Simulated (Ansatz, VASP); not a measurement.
# One calculation of Be, two programs

```
CELL_PARAMETERS angstrom
3.75072 0.05846 -0.01136
0.05846 3.74339 0.00454
-0.00692 0.00276 2.25900
ATOMIC_POSITIONS crystal
Be 0.29501 0.30544 0.99474
Be 0.69543 0.70118 0.00395
Be 0.19621 0.80332 0.50640
Be 0.79859 0.21109 0.50193
```

Alike in both runs: task single point; functional LDA; k mesh 4 × 4 × 7; occupations gaussian, width 0.1 eV; no spin polarisation.

```csv
,VASP,Ansatz
version,VASP 6.6.1,Ansatz 0.2.0
potentials or method,"VASP PAW LDA potentials, release 64 (Be), cutoff 520 eV","plane waves, PAW"
valence electrons in the cell,8,8
```

```csv
,VASP,Ansatz,Ansatz less VASP
pressure (GPa),-3.0,-3.4,-0.40
"traceless stress, the component that is largest in VASP (GPa)",-6.01,-6.03,-0.022
rms of the force components (eV/Å),0.119,0.119,-0.0005
```

LDA's correlation is that of Perdew and Zunger in VASP and of Perdew and Wang (1992) in Ansatz. Atom by atom the forces differ by 0.001 eV/Å (rms over components). Ansatz's warnings: stress scf threshold loose.

The k mesh is coarse, so the values compare programs but aren't converged.
